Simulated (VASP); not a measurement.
Here is a VASP 6.6.1 calculation.

Contents of INCAR:

```
PREC = Accurate
ENCUT = 600
EDIFF = 1E-6
ISMEAR = 1
SIGMA = 0.1
LREAL = F
LASPH = T
NELM = 100
ALGO = Normal
ISIF = 3
LWAVE = F
LCHARG = F
GGA = PE
IBRION = 2
NSW = 80
EDIFFG = -0.03
PSTRESS = 400.0
```

The input KPOINTS:

```
Automatic mesh
0
Gamma
  18 18 18
```

Contents of POSCAR:

```
Zn
1.0
    1.5650000000      1.5650000000      1.5650000000
   -1.5650000000      1.5650000000      1.5650000000
   -1.5650000000     -1.5650000000      1.5650000000
Zn
1
Direct
    0.0000000000      0.0000000000      0.0000000000
```

Potentials or basis: VASP PAW PBE potentials, release 64 (Zn).

The run is started by

```bash
$ cat potpaw_PBE.64/Zn/POTCAR > POTCAR
$ mpirun -np 1 vasp_std > vasp.out
```

Task: Estimate the band gap on the k mesh.

Result: Zero (band 6 reaches 10.25 eV, above the bottom of band 7 at 5.16 eV).

Task: What does it give for the space group after relaxing (to 0.05 Å)?

Result: Im-3m (No. 229).

Step by step:
| step | energy change (eV) | largest force (eV/Å) | pressure (GPa) | volume (Å³) |
| --- | --- | --- | --- | --- |
| 1 | 0.0000 | 0.0000 | 0.39 | 15.33 |
| 2 | 2.3101 | 0.0000 | 194.88 | 8.37 |
| 3 | 0.3024 | 0.0000 | 34.62 | 11.79 |
| 4 | 0.3431 | 0.0000 | 38.52 | 11.62 |
| 5 | 0.3596 | 0.0000 | 39.96 | 11.55 |

Caveat: the cell is relaxed towards a set pressure, so the enthalpy falls and the energy may rise; the volume moved by over 15 % at a fixed basis, so the end points are rough.
